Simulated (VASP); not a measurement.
A run of VASP 6.6.1:

INCAR

```
  PREC = Accurate
  ENCUT = 600
  EDIFF = 1E-7
  ISMEAR = 0
  SIGMA = 0.1
  LREAL = F
  LASPH = T
  NELM = 100
  ALGO = Normal
  ISIF = 3
  LWAVE = F
  LCHARG = F
  GGA = PE
  IBRION = 2
  NSW = 100
  EDIFFG = -0.01
```

File KPOINTS:

```
regular mesh
0
Gamma
  8 8 8
```

POSCAR

```
BiTe5
1.0
    0.0000000000      4.5013807701      4.5013807701
    4.5013807701      0.0000000000      4.5013807701
    4.5013807701      4.5013807701      0.0000000000
Bi Te
1 5
Direct
    0.0000000000      0.0000000000      0.0000000000
    0.2500000000      0.2500000000      0.2500000000
    0.1261837925      0.6246054025      0.6246054025
    0.6246054025      0.6246054025      0.6246054025
    0.6246054025      0.1261837925      0.6246054025
    0.6246054025      0.6246054025      0.1261837925
```

Potentials or basis: VASP PAW PBE potentials, release 64 (Bi_d, Te).

Launch:

```console
$ cat potpaw_PBE.64/Bi_d/POTCAR potpaw_PBE.64/Te/POTCAR > POTCAR
$ mpirun -np 1 vasp_std > vasp.out
```

Hardware: 1 thread of Intel(R) Xeon(R) Platinum 8488C (Sapphire Rapids), on a shared host.

**Question.** How long does it take, and how much memory?

**Answer.** It took 4.3 min on 1 thread of Intel(R) Xeon(R) Platinum 8488C (Sapphire Rapids) (shared host), peak memory 0.49 GiB. Counts: scf iterations 26, k points 29, ion steps 2.
